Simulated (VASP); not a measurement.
Write the native input for VASP 6.6.1 that does the following.

| Quantity | Value |
| --- | --- |
| Task | single point |
| Functional | PBE |
| Potentials or basis | VASP PAW PBE potentials, release 64 (Sr_sv, Ca_sv) |
| Cutoff | 400 eV |
| k mesh | 1 × 1 × 1, shifted |
| Occupations | fermi-dirac, width 0.05 eV |
| Spin | no spin polarisation |
| Dipole correction | no |
| Mended | yes |
| Further INCAR settings | LREAL = Auto; ALGO = Normal; EDIFF = 1e-06; NBANDS = 138; ISYM = -1 |

The structure of Sr19Ca5 lies in POSCAR:

```
Sr19Ca5
1.0
   10.4978800000     -0.1668760000      0.0738540000
   -0.1668760000     10.3895350000      0.2213770000
    0.0738540000      0.2213770000     11.1990180000
Sr Ca
19 5
Direct
    0.2941453813      0.7037359327      0.7700831660
    0.8300858148      0.3724153246      0.7209075523
    0.1504264700      0.0099593338      0.7140973107
    0.5775792413      0.2659077603      0.5083280159
    0.2597195285      0.6029018353      0.3674195429
    0.8155744196      0.9840078613      0.5137420851
    0.4353758807      0.2074348877      0.1983935053
    0.4869271517      0.4049903014      0.8352337628
    0.1626685355      0.1131078187      0.3611343252
    0.2669273742      0.8753735240      0.0916848050
    0.5381716486      0.0310140665      0.8224214900
    0.9235383584      0.8443148845      0.2148296486
    0.2624197114      0.4967357161      0.0888865785
    0.9878183704      0.6997678239      0.5748197887
    0.4774981354      0.9129352743      0.4410168803
    0.7249699442      0.3221911430      0.0786212113
    0.0564767872      0.2066558203      0.0559125021
    0.9718905402      0.6241231577      0.9563315715
    0.5809540770      0.7423318390      0.0966255275
    0.9114420214      0.4550905918      0.3190447387
    0.6531839880      0.6476138478      0.4230249419
    0.8470125696      0.0141940566      0.8733898361
    0.6446216870      0.7020718125      0.7310209304
    0.1813087067      0.3904568576      0.6789860021
```

One way to write it, as run:

INCAR

```
PREC = Accurate
ENCUT = 400
EDIFF = 1E-6
ISMEAR = -1
SIGMA = 0.05
LREAL = Auto
LASPH = T
NELM = 120
ALGO = Normal
ISIF = 2
LWAVE = F
LCHARG = F
GGA = PE
ISYM = -1
NBANDS = 138
GGA_COMPAT = F
```

KPOINTS

```
explicit points
1
Reciprocal
  0.25000000   0.25000000   0.25000000 1
```

Potentials or basis: VASP PAW PBE potentials, release 64 (Sr_sv, Ca_sv).

Command:

```console
$ cat potpaw_PBE.64/Sr_sv/POTCAR potpaw_PBE.64/Ca_sv/POTCAR > POTCAR
$ mpirun -np 1 vasp_std > vasp.out
```

It gave:

* Pressure: 1.3 GPa
* Largest force: 1.009 eV/Å

Caveat: the atoms stand as in a frame of molecular dynamics.

Run time: 4.7 min on 1 thread of Intel(R) Xeon(R) Platinum 8488C (Sapphire Rapids) (shared host), peak memory 0.72 GiB.
